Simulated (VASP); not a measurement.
# Rh (P6_3/mmc) in VASP: a series of runs, part 2 of 2

VASP 6.6.1. The steps go on from the part before.

### Step 5. Single point, r2SCAN (strain -0.080 along x and y, +0.080 along z)

POSCAR reads:

```
Rh
1.0
    2.4873517302      0.0000000000      0.0000000000
   -1.2436758651      2.1541097865      0.0000000000
    0.0000000000      0.0000000000      4.6965065961
Rh
2
Direct
    0.6666666667      0.3333333333      0.7500000000
    0.3333333333      0.6666666667      0.2500000000
```

INCAR.step1 reads:

```
SYSTEM = Rh
PREC = Accurate ; ENCUT = 520
ISMEAR = 0 ; SIGMA = 0.15
LREAL = .FALSE. ; LASPH = .TRUE.
NELM = 60 ; NBANDS = 22
GGA = PE ; ALGO = Normal
EDIFF = 1E-4 ; LWAVE = .TRUE.
LCHARG = .FALSE.
```

INCAR.step2 reads:

```
SYSTEM = Rh
PREC = Accurate ; ENCUT = 520
EDIFF = 1E-7 ; ISMEAR = 0
SIGMA = 0.15 ; LREAL = .FALSE.
LASPH = .TRUE. ; NELM = 60
ALGO = Normal ; ISIF = 2
LWAVE = .FALSE. ; LCHARG = .FALSE.
METAGGA = R2SCAN ; LMIXTAU = .TRUE.
NBANDS = 22 ; ISTART = 1
```

KPOINTS reads:

```
Automatic mesh
0
G
  24 24 14
  0 0 0
```

Potentials or basis: VASP PAW PBE potentials, release 64 (Rh_pv).

Launch:

```
$ cat potpaw_PBE.64/Rh_pv/POTCAR > POTCAR
$ cp INCAR.step1 INCAR
$ mpirun -np 1 vasp_std > vasp.out
$ cp INCAR.step2 INCAR
$ mpirun -np 1 vasp_std > vasp.out
```

OUTCAR:

```text
SYSTEM = Rh
   PREC = Accurate
   ENCUT = 520
   EDIFF = 1E-7
   ISMEAR = 0
   LREAL = .FALSE.
   LASPH = .TRUE.
   NELM = 60
   ISIF = 2
   METAGGA = R2SCAN
   ISTART = 1

 ion  position               nearest neighbor table
   1  0.667  0.333  0.750-   2 2.75   2 2.75   2 2.75   2 2.75   2 2.75   2 2.75
   2  0.333  0.667  0.250-   1 2.75   1 2.75   1 2.75   1 2.75   1 2.75   1 2.75

  LATTYP: Found a hexagonal cell.
 ALAT       =     2.4873517302
 C/A-ratio  =     1.8881553980

  Lattice vectors:

[... 789 lines left out ...]
------------------------ aborting loop because EDIFF is reached ----------------------------------------

  FORCE on cell =-STRESS in cart. coord.  units (eV):
  Direction    XX          YY          ZZ          XY          YZ          ZX
  --------------------------------------------------------------------------------------
  -------------------------------------------------------------------------------------
  Total       10.4914594     10.4914594     -0.5137403      0.0000000      0.0000000      0.0000000
  in kB      667.9847006    667.9847006    -32.7095265      0.0000000      0.0000000      0.0000000
  external PRESSURE =     434.4199582 kB  Pullay stress =       0.0000000 kB

 VOLUME and BASIS-vectors are now :
 -----------------------------------------------------------------------------
  energy-cutoff  :      520.00
  volume of cell :       25.16
      direct lattice vectors                 reciprocal lattice vectors
     2.487351730  0.000000000  0.000000000     0.402034014  0.232114446  0.000000000
    -1.243675865  2.154109786  0.000000000     0.000000000  0.464228892  0.000000000
     0.000000000  0.000000000  4.696506596     0.000000000  0.000000000  0.212924219

 POSITION                                       TOTAL-FORCE (eV/Angst)
 -----------------------------------------------------------------------------------
      1.24368      0.71804      3.52238         0.000000     -0.000000      0.000000
     -0.00000      1.43607      1.17413        -0.000000      0.000000      0.000000
 -----------------------------------------------------------------------------------
    total drift:                               -0.000000      0.000000     -0.000000

  FREE ENERGIE OF THE ION-ELECTRON SYSTEM (eV)
  ---------------------------------------------------
  free  energy   TOTEN  =       -47.4254109954 eV

  energy  without entropy=      -47.3976294484  energy(sigma->0) =      -47.41152022
```

OSZICAR.step1:

```text
N       E                     dE             d eps       ncg     rms          rms(c)
DAV:   1     0.332060176182E+03    0.33206E+03   -0.19030E+04 21512   0.162E+03
DAV:   2    -0.699047220464E+01   -0.33905E+03   -0.32671E+03 22348   0.482E+02
DAV:   3    -0.143692804681E+02   -0.73788E+01   -0.73406E+01 25228   0.801E+01
DAV:   4    -0.144173615762E+02   -0.48081E-01   -0.48077E-01 24066   0.651E+00
DAV:   5    -0.144181061249E+02   -0.74455E-03   -0.74454E-03 25432   0.831E-01    0.191E+01
DAV:   6    -0.136359252107E+02    0.78218E+00   -0.16005E+00 23638   0.138E+01    0.795E+00
DAV:   7    -0.135870398306E+02    0.48885E-01   -0.87633E-02 25258   0.289E+00    0.269E+00
DAV:   8    -0.135808492495E+02    0.61906E-02   -0.14484E-02 22930   0.139E+00    0.417E-01
DAV:   9    -0.135805149996E+02    0.33425E-03   -0.33634E-04 25648   0.218E-01    0.354E-02
DAV:  10    -0.135805240310E+02   -0.90313E-05   -0.86259E-06 12602   0.297E-02
   1 F= -.13580524E+02 E0= -.13565999E+02  d E =-.290492E-01
```

Run time: 6.5 min. Hardware: 1 thread of Oxide Virtual Turin-like, shared host; peak memory 0.27 GiB.

What came out:

```
Free energy            : -47.4254 eV
Pressure               : 43.4 GPa
Band gap on the k mesh : zero (bands 15 and 16 overlap by 3.32 eV)
```

Levels at points of the mesh, in eV from the Fermi level:
```csv
k point,band 11,band 12,band 13,band 14,band 15,band 16,band 17,band 18,band 19,band 20
"(0.00, 0.00, 0.00)",-3.53,-3.21,-3.21,-0.94,-0.94,-0.61,0.43,0.43,7.74,16.72
"(0.50, 0.00, 0.00)",-2.85,-2.60,-1.68,0.36,1.57,1.71,4.04,6.50,10.73,12.12
"(0.00, 0.00, 0.50)",-3.47,-3.47,-3.47,-3.47,-0.13,-0.13,-0.13,-0.13,13.68,13.68
"(0.50, 0.00, 0.50)",-1.30,-1.30,-0.24,-0.24,1.65,1.65,3.39,3.39,11.46,11.46
```

Caveat: the cell differs from its parent crystal (strain -0.080 along x and y, +0.080 along z); the stress differs along the axes, from -3 to 67 GPa; the PAW data sets were made with another functional, which shifts forces and pressure a little.

### Step 6. Overview

| cell | gap on the mesh (eV) | pressure (GPa) |
| --- | --- | --- |
| a = 2.812, b = 2.812, c = 4.175 Å, angles 90.0, 90.0, 120.0°, 2 atoms | none | -6.2 |
| a = 2.704, b = 2.704, c = 4.523 Å, angles 90.0, 90.0, 120.0°, 2 atoms | none | -8.6 |
| a = 2.595, b = 2.595, c = 4.175 Å, angles 90.0, 90.0, 120.0°, 2 atoms | none | 49.1 |
| a = 2.487, b = 2.487, c = 4.697 Å, angles 90.0, 90.0, 120.0°, 2 atoms | none | 43.4 |

Alike in all rows: task single point; level r2SCAN; potentials or basis VASP PAW PBE potentials, release 64 (Rh_pv); no spin polarisation; k mesh 24 × 24 × 14; cutoff (eV) 520; smearing gaussian 0.15 eV.

Caveats: the PAW data sets were made with another functional, which shifts forces and pressure a little; the stress differs along the axes, from -12 to 5 GPa (at least some runs); the stress differs along the axes, from -14 to -6 GPa (at least some runs); the cell stands under pressure (at least some runs); the stress differs along the axes, from -3 to 67 GPa (at least some runs).

Absolute energies hang on the potentials; compare differences alone.
